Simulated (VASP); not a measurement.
# B2SbP3 (R-3m) in VASP: notebook

The runs below take B2SbP3 through single point, relaxation of cell and atoms, with PBE.

Program: VASP 6.6.1. These are calculated values, not measurements. Logs are shortened: lines on timing, memory, paths and dates and some standing lists are left out, and cuts for length are marked.

## Step 1: The cell of the first run

Symmetry: R-3m, No. 166, trigonal system. Conventional cell: a = 4.752 Å, b = 4.752 Å, c = 16.282 Å, α = 90.00°, β = 90.00°, γ = 120.00°. Within 2.8 Å of B (site symmetry 3m) lie 3 P at 2.09 Å. Within 3.9 Å of Sb (site symmetry -3m) lie 6 B at 2.97 Å and 6 P at 3.04 Å. P (site symmetry 2/m) has 2 B at 2.09 Å and 4 P at 2.38 Å within 2.8 Å.

The cell was generated, and may not be a known phase.

## Step 2: Single point, PBE

INCAR

```
SYSTEM = B2SbP3
ALGO = Normal
EDIFF = 1E-6
ENCUT = 520
GGA = PE
ISIF = 2
ISMEAR = 0
LASPH = .True.
LCHARG = .False.
LREAL = .False.
LWAVE = .False.
NBANDS = 22
NELM = 80
PREC = Accurate
SIGMA = 0.1
```

KPOINTS

```
k-points
0
Gamma
  6 6 6
  0 0 0
```

POSCAR

```
B2SbP3
1.0
    2.3760037617      1.3717864091      5.4274759953
   -2.3760037617      1.3717864091      5.4274759953
    0.0000000000     -2.7435728252      5.4274759935
B Sb P
2 1 3
Direct
    0.7364259064      0.7364259064      0.7364259064
    0.2635740936      0.2635740936      0.2635740936
    0.0000000000      0.0000000000      0.0000000000
    0.0000000000      0.0000000000      0.5000000000
    0.5000000000      0.0000000000      0.0000000000
    0.0000000000      0.5000000000      0.0000000000
```

Potentials or basis: VASP PAW PBE potentials, release 64 (B, Sb, P).

Command:

```sh
$ cat potpaw_PBE.64/B/POTCAR potpaw_PBE.64/Sb/POTCAR potpaw_PBE.64/P/POTCAR > POTCAR
$ mpirun -np 1 vasp_std > vasp.out
```

OUTCAR:

```text
SYSTEM = B2SbP3
   EDIFF = 1E-6
   ENCUT = 520
   GGA = PE
   ISIF = 2
   ISMEAR = 0
   LASPH = .True.
   LREAL = .False.
   NELM = 80
   PREC = Accurate

 ion  position               nearest neighbor table
   1  0.736  0.736  0.736-   5 2.09   6 2.09   4 2.09   3 2.97   3 2.97   3 2.97
   2  0.264  0.264  0.264-   5 2.09   6 2.09   4 2.09   3 2.97   3 2.97   3 2.97
   3  0.000  0.000  0.000-   1 2.97   1 2.97   2 2.97   2 2.97   1 2.97   2 2.97   4 3.04   4 3.04
                             5 3.04   6 3.04   6 3.04   5 3.04
   4  0.000  0.000  0.500-   1 2.09   2 2.09   5 2.38   6 2.38   6 2.38   5 2.38   3 3.04   3 3.04

   5  0.500  0.000  0.000-   1 2.09   2 2.09   6 2.38   6 2.38   4 2.38   4 2.38   3 3.04   3 3.04

   6  0.000  0.500  0.000-   1 2.09   2 2.09   5 2.38   5 2.38   4 2.38   4 2.38   3 3.04   3 3.04

  LATTYP: Found a trigonal (rhomboedric) cell.
 ALAT       =     6.0815037209
 COS(alpha) =     0.6947172327

  Lattice vectors:

 A1 = (   2.3760037617,   1.3717864091,   5.4274759953)
 A2 = (  -2.3760037617,   1.3717864091,   5.4274759953)
 A3 = (   0.0000000000,  -2.7435728252,   5.4274759935)

Analysis of symmetry for initial positions (statically):
=====================================================================
 Subroutine PRICEL returns:
 Original cell was already a primitive cell.

 Routine SETGRP: Setting up the symmetry group for a
 trigonal (rhombohedral) supercell.

 Subroutine GETGRP returns: Found 12 space group operations
 (whereof 12 operations were pure point group operations)
 out of a pool of 12 trial point group operations.

The static configuration has the point symmetry D_3d.

Analysis of symmetry for dynamics (positions and initial velocities):
=====================================================================
 Subroutine PRICEL returns:
 Original cell was already a primitive cell.

 Routine SETGRP: Setting up the symmetry group for a
 trigonal (rhombohedral) supercell.

 Subroutine GETGRP returns: Found 12 space group operations
 (whereof 12 operations were pure point group operations)
 out of a pool of 12 trial point group operations.

The dynamic configuration has the point symmetry D_3d.

 Subroutine INISYM returns: Found 12 space group operations
 (whereof 12 operations are pure point group operations),
 and found     1 'primitive' translations

----------------------------------------------------------------------------------------

                                     Primitive cell

  volume of cell :     106.1409

  direct lattice vectors                    reciprocal lattice vectors
     2.376003762  1.371786409  5.427475995     0.210437377  0.121496076  0.061415902
    -2.376003762  1.371786409  5.427475995    -0.210437377  0.121496076  0.061415902
     0.000000000 -2.743572825  5.427475993     0.000000000 -0.242992153  0.061415902

  length of vectors
     6.081503721  6.081503721  6.081503721     0.250633396  0.250633396  0.250633396

  position of ions in fractional coordinates (direct lattice)
     0.736425906  0.736425906  0.736425906
     0.263574094  0.263574094  0.263574094
     0.000000000  0.000000000  0.000000000
     0.000000000  0.000000000  0.500000000
     0.500000000  0.000000000  1.000000000
     0.000000000  0.500000000  1.000000000

  ion indices of the primitive-cell ions
   primitive index   ion index
                 1           1
                 2           2
                 3           3
                 4           4
                 5           5
                 6           6

----------------------------------------------------------------------------------------

 KPOINTS: k-points

Automatic generation of k-mesh.
 Grid dimensions read from file:
 generate k-points for:    6    6    6

 Generating k-lattice:

  Cartesian coordinates                     Fractional coordinates (reciprocal lattice)
     0.035072896  0.020249346  0.010235984     0.166666667  0.000000000 -0.000000000
    -0.035072896  0.020249346  0.010235984     0.000000000  0.166666667 -0.000000000
     0.000000000 -0.040498692  0.010235984    -0.000000000 -0.000000000  0.166666667

  Length of vectors
     0.041772233  0.041772233  0.041772233

  Shift w.r.t. Gamma in fractional coordinates (k-lattice)
     0.000000000  0.000000000  0.000000000

 Subroutine IBZKPT returns following result:
 ===========================================

 Found     32 irreducible k-points:

 Following reciprocal coordinates:
            Coordinates               Weight
  0.000000  0.000000  0.000000      1.000000
  0.166667  0.000000 -0.000000      6.000000
  0.333333 -0.000000  0.000000      6.000000
  0.500000 -0.000000 -0.000000      3.000000
  0.166667  0.166667 -0.000000      6.000000
  0.333333  0.166667  0.000000     12.000000
[... 16 lines left out ...]
  0.500000  0.500000  0.166667      6.000000
 -0.333333  0.500000  0.166667     12.000000
 [... further k-points ...]
   k-points           NKPTS =     32   k-points in BZ     NKDIM =     32   number of bands    NBANDS=     22
   number of dos      NEDOS =    301   number of ions     NIONS =      6
   total plane-waves  NPLWV = 110592
   dimension x,y,z NGX =    48 NGY =   48 NGZ =   48
   dimension x,y,z NGXF=    96 NGYF=   96 NGZF=   96
   ions per type =               2   1   3
   NGX,Y,Z   is equivalent  to a cutoff of  13.12, 13.12, 13.12 a.u.
   NGXF,Y,Z  is equivalent  to a cutoff of  26.24, 26.24, 26.24 a.u.
 SYSTEM =  B2SbP3
   PREC   = accura    normal or accurate (medium, high low for compatibility)
   ISTART =      0    job   : 0-new  1-cont  2-samecut
   ICHARG =      2    charge: 1-file 2-atom 10-const
   ISPIN  =      1    spin polarized calculation?
   LNONCOLLINEAR =      F non collinear calculations
   LSORBIT =      F    spin-orbit coupling
   LASPH  =      T    aspherical Exc in radial PAW
   ENCUT  =  520.0 eV  38.22 Ry    6.18 a.u.  11.31 11.31 11.31*2*pi/ulx,y,z
   NELM   =     80;   NELMIN=  2; NELMDL= -5     # of ELM steps
   EDIFF  = 0.1E-05   stopping-criterion for ELM
   LREAL  =      F    real-space projection
   EDIFFG = 0.1E-04   stopping-criterion for IOM
   NSW    =      0    number of steps for IOM
   IBRION =     -1    ionic relax: 0-MD 1-quasi-New 2-CG
   NFREE  =      0    steps in history (QN), initial steepest desc. (CG)
   ISIF   =      2    stress and relaxation
   ISYM   =      2    0-nonsym 1-usesym 2-fastsym
   POTIM  = 0.5000    time-step for ionic-motion
   TEBEG  =    0.0;   TEEND  =   0.0 temperature during run
   PSTRESS=    0.0 pullay stress
   NELECT =      26.0000    total number of electrons
   NUPDOWN=      -1.0000    fix difference up-down
   EMIN   =  10.00;   EMAX   =-10.00  energy-range for DOS
   EFERMI =   0.00;   METHOD = LEGACY
   ISMEAR =     0;   SIGMA  =   0.10  broadening in eV -4-tet -1-fermi 0-gaus
   EFERMI_NEDOS =   21; number of points for ismear=-14 and -15
   IALGO  =     38    algorithm
   IMIX   =      4    mixing-type and parameters
     AMIX     =   0.40;   BMIX     =  1.00
     AMIX_MAG =   1.60;   BMIX_MAG =  1.00
  volume/ion in A,a.u.               =      17.69       119.38
  Fermi-wavevector in a.u.,A,eV,Ry     =   1.024326  1.935696 14.275838  1.049245
  Thomas-Fermi vector in A             =   2.158107
   LORBIT       =      0    0 simple, 1 ext, 2 COOP (PROOUT), +10 PAW based schemes
   GGA     = PE    functional components
   LHFCALC =     F    Hartree Fock is set to
   AEXX    =    0.0000 exact exchange contribution
   IVDW    =     0    specifies the selected vdW correction
   LEPSILON=     F    determine dielectric tensor
   LRPA    =     F    only Hartree local field effects (RPA)
 non-spin polarized calculation
 Gauss-broadening in eV      SIGMA  =   0.10
  energy-cutoff  :      520.00
  volume of cell :      106.14
 maximum number of plane-waves:      2872
 NGX is ok and might be reduce to    48
   NGX = 23   NGY = 23   NGZ = 23

 number of electron      26.0000000 magnetization

 Free energy of the ion-electron system (eV)
  ---------------------------------------------------
  ext. energy  EPLUGINS =         0.00000000
  ---------------------------------------------------
  free energy    TOTEN  =       -26.87544177 eV

  energy without entropy =      -26.86029920  energy(sigma->0) =      -26.86787049

 E-fermi :   6.1515     XC(G=0):  -9.8069

 val. band max:        6.1176647853   @ k =   0.5000   0.3333   0.0000
 cond. band min:       6.2106504510   @ k =  -0.3333   0.1667  -0.0000
 fundamental gap:      0.0929856657
 Fermi energy:         6.1514725254

 k-point     1 :       0.0000    0.0000    0.0000
  band No.  band energies     occupation
      1      -9.9047      2.00000
      2      -4.5830      2.00000
      3      -3.1644      2.00000
      4      -2.3023      2.00000
      5      -2.3023      2.00000
      6      -1.7296      2.00000
[... 14 lines left out ...]
     21      12.5609      0.00000
     22      12.8949      0.00000

 k-point     2 :       0.1667    0.0000   -0.0000
  band No.  band energies     occupation
      1      -9.7203      2.00000
      2      -5.3258      2.00000
      3      -3.2335      2.00000
      4      -2.5268      2.00000
      5      -2.3073      2.00000
      6      -0.8419      2.00000
[... 14 lines left out ...]
     21      11.8011      0.00000
     22      12.3527      0.00000

 k-point     3 :       0.3333   -0.0000    0.0000
  band No.  band energies     occupation
      1      -9.2065      2.00000
      2      -6.6043      2.00000
      3      -3.2514      2.00000
      4      -2.8715      2.00000
      5      -1.9543      2.00000
      6      -0.4457      2.00000
[... 14 lines left out ...]
     21      11.4899      0.00000
     22      12.2523      0.00000
[... 476 lines left out ...]
 k-point    23 :       0.5000    0.5000    0.1667
  band No.  band energies     occupation
      1      -9.1167      2.00000
      2      -6.6168      2.00000
      3      -4.3334      2.00000
      4      -2.9950      2.00000
      5      -0.9740      2.00000
      6      -0.2633      2.00000
[... 14 lines left out ...]
     21      11.4262      0.00000
     22      12.7551      0.00000

 k-point    24 :      -0.3333    0.5000    0.1667
  band No.  band energies     occupation
      1      -8.6705      2.00000
      2      -7.3348      2.00000
      3      -4.0285      2.00000
      4      -3.4360      2.00000
      5      -0.6869      2.00000
      6      -0.1354      2.00000
[... 14 lines left out ...]
     21      11.3895      0.00000
     22      12.5614      0.00000

 [... further k-points ...]

------------------------ aborting loop because EDIFF is reached ----------------------------------------

  FORCE on cell =-STRESS in cart. coord.  units (eV):
  Direction    XX          YY          ZZ          XY          YZ          ZX
  --------------------------------------------------------------------------------------
  -------------------------------------------------------------------------------------
  Total       -0.0979129     -0.0979129     -0.1861806      0.0000000      0.0000000      0.0000000
  in kB       -1.4779765     -1.4779765     -2.8103622      0.0000000      0.0000000      0.0000000
  external PRESSURE =      -1.9221051 kB  Pullay stress =       0.0000000 kB

 VOLUME and BASIS-vectors are now :
 -----------------------------------------------------------------------------
  energy-cutoff  :      520.00
  volume of cell :      106.14
      direct lattice vectors                 reciprocal lattice vectors
     2.376003762  1.371786409  5.427475995     0.210437377  0.121496076  0.061415902
    -2.376003762  1.371786409  5.427475995    -0.210437377  0.121496076  0.061415902
     0.000000000 -2.743572825  5.427475993     0.000000000 -0.242992153  0.061415902

 POSITION                                       TOTAL-FORCE (eV/Angst)
 -----------------------------------------------------------------------------------
      0.00000     -0.00000     11.99080        -0.000000     -0.000000      0.031136
      0.00000     -0.00000      4.29163        -0.000000      0.000000     -0.031136
      0.00000      0.00000      0.00000        -0.000000      0.000000      0.000000
      0.00000     -1.37179      2.71374        -0.000000      0.000000      0.000000
      1.18800      0.68589      2.71374         0.000000      0.000000     -0.000000
     -1.18800      0.68589      2.71374        -0.000000      0.000000      0.000000
 -----------------------------------------------------------------------------------
    total drift:                                0.000000     -0.000000      0.000000

  FREE ENERGIE OF THE ION-ELECTRON SYSTEM (eV)
  ---------------------------------------------------
  free  energy   TOTEN  =       -26.8754417709 eV

  energy  without entropy=      -26.8602992017  energy(sigma->0) =      -26.86787049
```

Wall time 1.8 min (1 thread of Intel Xeon Platinum 8488C (Sapphire Rapids), shared host); peak memory 0.35 GiB.

Results:

```
Free energy            : -26.8754 eV
Pressure               : -0.2 GPa
Largest force          : 0.031 eV/Å
Band gap on the k mesh : zero (bands 13 and 14 overlap by 1.41 eV)
```

Forces in eV/Å, atoms in the order of the input:
```
B    0.000  0.000  0.031
B    0.000  0.000 -0.031
Sb   0.000  0.000  0.000
P    0.000  0.000  0.000
P    0.000  0.000  0.000
P    0.000  0.000  0.000
```

Levels at points of the mesh, in eV from the Fermi level:
| k point | band 9 | band 10 | band 11 | band 12 | band 13 | band 14 | band 15 | band 16 | band 17 | band 18 |
| --- | --- | --- | --- | --- | --- | --- | --- | --- | --- | --- |
| (0.00, 0.00, 0.00) | -3.81 | -3.47 | -3.47 | 0.06 | 0.48 | 0.88 | 0.88 | 2.15 | 2.15 | 3.02 |
| (0.50, 0.00, 0.00) | -3.60 | -2.39 | -1.21 | -0.43 | 0.24 | 0.29 | 1.59 | 1.94 | 2.34 | 2.84 |
| (0.50, 0.50, 0.00) | -3.33 | -1.40 | -1.27 | -1.18 | -0.69 | -0.59 | 0.47 | 0.49 | 2.07 | 2.37 |
| (0.50, 0.50, 0.50) | -3.43 | -2.46 | -2.46 | -1.98 | -1.24 | -0.34 | -0.34 | 1.91 | 2.32 | 2.32 |

Caveat: spin-orbit coupling is left out, which moves the levels of the heavy elements.

[end of part 1 of 2]

The gap in the log of VASP goes by the Fermi energy; the results here count the filled bands.